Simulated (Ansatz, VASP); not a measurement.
**One calculation of CsCu4Sb3, two programs**

POSCAR

```
CsCu4Sb3
1.0
    4.3596220000      0.0000000000      0.0000000000
    0.0000000000      4.3596220000      0.0000000000
    0.0000000000      0.0000000000     11.0264190000
Cs Sb Cu
1 3 4
Direct
    0.0000000000      0.0000000000      0.5000000000
    0.5000000000      0.5000000000      0.2777100000
    0.5000000000      0.5000000000      0.7222900000
    0.0000000000      0.0000000000      0.0000000000
    0.0000000000      0.5000000000      0.1533900000
    0.5000000000      0.0000000000      0.1533900000
    0.0000000000      0.5000000000      0.8466100000
    0.5000000000      0.0000000000      0.8466100000
```

The input INCAR.step1:

```
SYSTEM = CsCu4Sb3
PREC     = Accurate       ! precision mode
ENCUT    = 520            ! plane-wave cutoff, eV
ISMEAR   = -1             ! smearing method
SIGMA    = 0.0294         ! smearing width, eV
LREAL    = .False.        ! projectors in reciprocal space
LASPH    = .True.         ! aspherical terms in the spheres
NELM     = 80             ! most SCF steps
NBANDS   = 44             ! bands
GGA      = PE             ! functional
ALGO     = Normal         ! electronic algorithm
EDIFF    = 1E-4           ! SCF threshold, eV
LWAVE    = .True.         ! write WAVECAR
LCHARG   = .False.        ! write CHGCAR
```

The input INCAR.step2:

```
SYSTEM = CsCu4Sb3
PREC     = Accurate       ! precision mode
ENCUT    = 520            ! plane-wave cutoff, eV
EDIFF    = 1E-6           ! SCF threshold, eV
ISMEAR   = -1             ! smearing method
SIGMA    = 0.0294         ! smearing width, eV
LREAL    = .False.        ! projectors in reciprocal space
LASPH    = .True.         ! aspherical terms in the spheres
NELM     = 80             ! most SCF steps
ALGO     = Normal         ! electronic algorithm
ISIF     = 2              ! what is computed and relaxed
LWAVE    = .False.        ! write WAVECAR
LCHARG   = .False.        ! write CHGCAR
METAGGA  = R2SCAN         ! meta-GGA
LMIXTAU  = .True.       
NBANDS   = 44             ! bands
ISTART   = 1
```

KPOINTS

```
Automatic mesh
0
Gamma
  8 8 3
  0 0 0
```

Input for Ansatz:

```yaml
crystal:
  lattice:
    - [4.359622, 0.0, 0.0]
    - [0.0, 4.359622, 0.0]
    - [0.0, 0.0, 11.026419]
  atoms:
    - { symbol: Cs, position: [0.0, 0.0, 0.5] }
    - { symbol: Sb, position: [0.5, 0.5, 0.27771] }
    - { symbol: Sb, position: [0.5, 0.5, 0.72229] }
    - { symbol: Sb, position: [0.0, 0.0, 0.0] }
    - { symbol: Cu, position: [0.0, 0.5, 0.15339] }
    - { symbol: Cu, position: [0.5, 0.0, 0.15339] }
    - { symbol: Cu, position: [0.0, 0.5, 0.84661] }
    - { symbol: Cu, position: [0.5, 0.0, 0.84661] }
  symmetry: { tolerance: 0.0003 }
kpoints:
  mp_grid: { grid: [8, 8, 3], shift: [0, 0, 0] }
  band_path:
    path:
      - [0.0, 0.0, 0.0]
      - [0.0, 0.5, 0.0]
      - [0.5, 0.5, 0.0]
      - [0.0, 0.0, 0.0]
      - [0.0, 0.0, 0.5]
      - [0.0, 0.5, 0.5]
      - [0.5, 0.5, 0.5]
      - [0.0, 0.0, 0.5]
      - [0.0, 0.5, 0.0]
      - [0.0, 0.5, 0.5]
      - [0.5, 0.5, 0.0]
    npoints: 6
magnetization:
  spin_polarized: false
scf:
  occupations: { method: fermi_dirac, width: 0.0294 }
  lower_state_search: "off"
  max_iter: 200
hamiltonian:
  pseudopotentials: { kind: paw }
  xc: r2scan
basis:
  ecutwfc: 500
  fft_grid_basis: typed
output:
  forces: true
  stress: true
  eigenvalues: true
  bader: true
  populations: true
  elf: true
  write_potential: true
  volumetric_format: npy
  dos:
    e_range: [-12, 8]
    de: 0.05
    projected: { site_lists: { Cs: [Cs], Cu: [Cu], Sb: [Sb] } }
checkpoint:
  read: saved_state
```

Alike in both runs: task single point; functional r2SCAN; k mesh 8 × 8 × 3; occupations fermi-dirac, width 0.0294 eV; no spin polarisation.

```csv
,VASP,Ansatz
version,VASP 6.6.1,Ansatz 0.2.0
potentials or method,"VASP PAW PBE potentials, release 64 (Cs_sv, Sb, Cu), cutoff 520 eV",PAW plane waves
valence electrons in the cell,68,130
```

Ansatz gave:

| Property | Result |
| --- | --- |
| pressure (GPa) | -3.3 |
| traceless stress, the component that is largest in VASP (GPa) | -0.48 |
| rms of the force components (eV/Å) | 0.171 |

Problem. Which values does VASP return?

Solution. Pressure (GPa): -3.2; traceless stress, the component that is largest in VASP (GPa): -0.45; rms of the force components (eV/Å): 0.170.

VASP's potentials were made for PBE, not for r2SCAN. Atom by atom the forces differ by 0.007 eV/Å (rms over components). The functional is the same, so the differences come from potentials, cutoffs and numerics. VASP's potentials hold 68 valence electrons a cell and Ansatz's 130, so a difference there can come from the potentials and not from the codes.

Neither program's run includes spin-orbit coupling.
